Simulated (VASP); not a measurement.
# Br (Cmce) in VASP: single point with PBEsol

Aim: the single point of Br with PBEsol.

Everything below comes from runs of VASP 6.6.1. Logs are shortened: lines on timing, memory, paths and dates and some standing lists are left out, and cuts for length are marked.

## (1) The cell of the first run

It takes space group Cmce (No. 64, orthorhombic). The conventional cell has a = 6.486 Å, b = 4.639 Å, c = 8.606 Å, α = 90.00°, β = 90.00°, γ = 90.00°. Br (site symmetry m) has 1 Br at 2.10 Å within 2.8 Å.

## (2) Single point, PBEsol

Input file INCAR:

```
ALGO = Normal
EDIFF = 1E-6
ENCUT = 520
GGA = PS
ISIF = 2
ISMEAR = -1
LASPH = True
LCHARG = False
LREAL = False
LWAVE = False
NBANDS = 22
NELM = 60
PREC = Accurate
SIGMA = 0.1
```

Input file KPOINTS:

```
k-points
0
Gamma
  7 7 3
```

Input file POSCAR:

```
Br
1.0
    3.2430790000      2.3195990000      0.0000000000
    3.2430790000     -2.3195990000      0.0000000000
    0.0000000000      0.0000000000     -8.6059570000
Br
4
Direct
    0.1237000000      0.8763000000      0.8975000000
    0.3763000000      0.6237000000      0.3975000000
    0.8763000000      0.1237000000      0.1025000000
    0.6237000000      0.3763000000      0.6025000000
```

Potentials or basis: VASP PAW PBE potentials, release 64 (Br).

The run is started by

```
$ cat potpaw_PBE.64/Br/POTCAR > POTCAR
$ mpirun -np 1 vasp_std > vasp.out
```

OUTCAR:

```text
EDIFF = 1E-6
   ENCUT = 520
   GGA = PS
   ISIF = 2
   ISMEAR = -1
   LASPH = True
   LREAL = False
   NELM = 60
   PREC = Accurate

 ion  position               nearest neighbor table
   1  0.124  0.876  0.898-   3 2.10
   2  0.376  0.624  0.398-   4 2.10
   3  0.876  0.124  0.102-   1 2.10
   4  0.624  0.376  0.602-   2 2.10

  LATTYP: Found a base centered orthorhombic cell.
 ALAT       =     4.6391980000
 B/A-ratio  =     1.3981205372
 C/A-ratio  =     1.8550527483

  Lattice vectors:

 A1 = (  -3.2430790000,   2.3195990000,   0.0000000000)
 A2 = (   3.2430790000,   2.3195990000,   0.0000000000)
 A3 = (   0.0000000000,   0.0000000000,  -8.6059570000)

Analysis of symmetry for initial positions (statically):
=====================================================================
 Subroutine PRICEL returns:
 Original cell was already a primitive cell.

 Routine SETGRP: Setting up the symmetry group for a
 base centered orthorhombic supercell.

 Subroutine GETGRP returns: Found  8 space group operations
 (whereof  4 operations were pure point group operations)
 out of a pool of  8 trial point group operations.

The static configuration has the point symmetry C_2h.
 The point group associated with its full space group is D_2h.

Analysis of symmetry for dynamics (positions and initial velocities):
=====================================================================
 Subroutine PRICEL returns:
 Original cell was already a primitive cell.

 Routine SETGRP: Setting up the symmetry group for a
 base centered orthorhombic supercell.

 Subroutine GETGRP returns: Found  8 space group operations
 (whereof  4 operations were pure point group operations)
 out of a pool of  8 trial point group operations.

The dynamic configuration has the point symmetry C_2h.
 The point group associated with its full space group is D_2h.

 Subroutine INISYM returns: Found  8 space group operations
 (whereof  4 operations are pure point group operations),
 and found     1 'primitive' translations

----------------------------------------------------------------------------------------

                                     Primitive cell

  volume of cell :     129.4791

[... 86 lines left out ...]
   ISPIN  =      1    spin polarized calculation?
   LNONCOLLINEAR =      F non collinear calculations
   LSORBIT =      F    spin-orbit coupling
   LASPH  =      T    aspherical Exc in radial PAW
   ENCUT  =  520.0 eV  38.22 Ry    6.18 a.u.   7.41  7.41 16.00*2*pi/ulx,y,z
   NELM   =     60;   NELMIN=  2; NELMDL= -5     # of ELM steps
   EDIFF  = 0.1E-05   stopping-criterion for ELM
   LREAL  =      F    real-space projection
   EDIFFG = 0.1E-04   stopping-criterion for IOM
   NSW    =      0    number of steps for IOM
   IBRION =     -1    ionic relax: 0-MD 1-quasi-New 2-CG
   NFREE  =      0    steps in history (QN), initial steepest desc. (CG)
   ISIF   =      2    stress and relaxation
   ISYM   =      2    0-nonsym 1-usesym 2-fastsym
   POTIM  = 0.5000    time-step for ionic-motion
   TEBEG  =    0.0;   TEEND  =   0.0 temperature during run
   PSTRESS=    0.0 pullay stress
   NELECT =      28.0000    total number of electrons
   NUPDOWN=      -1.0000    fix difference up-down
   EMIN   =  10.00;   EMAX   =-10.00  energy-range for DOS
   EFERMI =   0.00;   METHOD = LEGACY
   ISMEAR =    -1;   SIGMA  =   0.10  broadening in eV -4-tet -1-fermi 0-gaus
   EFERMI_NEDOS =   21; number of points for ismear=-14 and -15
   IALGO  =     38    algorithm
   IMIX   =      4    mixing-type and parameters
     AMIX     =   0.40;   BMIX     =  1.00
     AMIX_MAG =   1.60;   BMIX_MAG =  1.00
  volume/ion in A,a.u.               =      32.37       218.44
  Fermi-wavevector in a.u.,A,eV,Ry     =   0.982640  1.856920 13.137524  0.965581
  Thomas-Fermi vector in A             =   2.113737
   LORBIT       =      0    0 simple, 1 ext, 2 COOP (PROOUT), +10 PAW based schemes
   GGA     = PS    functional components
   LHFCALC =     F    Hartree Fock is set to
   AEXX    =    0.0000 exact exchange contribution
   IVDW    =     0    specifies the selected vdW correction
   LEPSILON=     F    determine dielectric tensor
   LRPA    =     F    only Hartree local field effects (RPA)
 non-spin polarized calculation
  energy-cutoff  :      520.00
  volume of cell :      129.48
 maximum number of plane-waves:      3513
 NGX is ok and might be reduce to    30
   NGX = 15   NGY = 15   NGZ = 33

 number of electron      28.0000006 magnetization

 Free energy of the ion-electron system (eV)
  ---------------------------------------------------
  ext. energy  EPLUGINS =         0.00000000
  ---------------------------------------------------
  free energy    TOTEN  =        -6.28264073 eV

  energy without entropy =       -6.28263605  energy(sigma->0) =       -6.28263839

 E-fermi :   1.5395     XC(G=0):  -8.2055

 val. band max:        0.2094587257   @ k =   0.0000   0.0000   0.0000
 cond. band min:       2.7454987267   @ k =   0.1429   0.0000   0.0000
 fundamental gap:      2.5360400009
 Fermi energy:         1.5395321079

 k-point     1 :       0.0000    0.0000    0.0000
  band No.  band energies     occupation
      1     -17.0105      2.00000
      2     -16.8005      2.00000
      3     -12.7993      2.00000
      4     -12.1496      2.00000
      5      -5.4834      2.00000
      6      -4.3556      2.00000
[... 589 lines left out ...]
     21       9.4113      0.00000
     22       9.5564      0.00000

 [... further k-points ...]

------------------------ aborting loop because EDIFF is reached ----------------------------------------

  FORCE on cell =-STRESS in cart. coord.  units (eV):
  Direction    XX          YY          ZZ          XY          YZ          ZX
  --------------------------------------------------------------------------------------
  -------------------------------------------------------------------------------------
  Total        0.1209121      5.2423831     13.1372001      0.0000000      0.0000000      0.0000000
  in kB        1.4961696     64.8693774    162.5600365      0.0000000      0.0000000      0.0000000
  external PRESSURE =      76.3085278 kB  Pullay stress =       0.0000000 kB

 VOLUME and BASIS-vectors are now :
 -----------------------------------------------------------------------------
  energy-cutoff  :      520.00
  volume of cell :      129.48
      direct lattice vectors                 reciprocal lattice vectors
     3.243079000  2.319599000  0.000000000     0.154174474  0.215554499  0.000000000
     3.243079000 -2.319599000  0.000000000     0.154174474 -0.215554499  0.000000000
     0.000000000  0.000000000 -8.605957000     0.000000000  0.000000000 -0.116198582

 POSITION                                       TOTAL-FORCE (eV/Angst)
 -----------------------------------------------------------------------------------
      3.24308     -1.74573     -7.72385         0.000000      2.506339      3.927347
      3.24308     -0.57387     -3.42087         0.000000     -2.506339      3.927347
      3.24308      1.74573     -0.88211         0.000000     -2.506339     -3.927347
      3.24308      0.57387     -5.18509         0.000000      2.506339     -3.927347
 -----------------------------------------------------------------------------------
    total drift:                               -0.000000      0.000000      0.000000

  FREE ENERGIE OF THE ION-ELECTRON SYSTEM (eV)
  ---------------------------------------------------
  free  energy   TOTEN  =        -6.2826407269 eV

  energy  without entropy=       -6.2826360500  energy(sigma->0) =       -6.28263839
```

Wall time 79 s (1 thread of Intel Xeon Platinum 8259CL at 2.50GHz (Skylake/Cascade Lake), shared host); peak memory 0.25 GiB.

Results:

- Free energy: -6.2826 eV
- Pressure: 7.6 GPa
- Largest force: 4.659 eV/Å
- Band gap on the k mesh: 2.54 eV

Forces on the atoms (eV/Å):
```
Br   0.000  2.506  3.927
Br   0.000 -2.506  3.927
Br   0.000 -2.506 -3.927
Br   0.000  2.506 -3.927
```

Levels at points of the mesh, in eV from the valence-band top:
| k point | band 10 | band 11 | band 12 | band 13 | band 14 | band 15 | band 16 | band 17 | band 18 | band 19 |
| --- | --- | --- | --- | --- | --- | --- | --- | --- | --- | --- |
| (0.00, 0.00, 0.00) | -2.40 | -0.90 | -0.43 | -0.14 | 0.00 | 2.54 | 3.52 | 5.55 | 5.97 | 7.19 |

Caveat: the stress differs along the axes, from 0 to 16 GPa; this functional lacks dispersion, which holds the molecules together, so the pressure and a relaxed volume are unreliable; the PAW data sets were made with another functional, which shifts forces and pressure a little. A k mesh can miss the band edges.
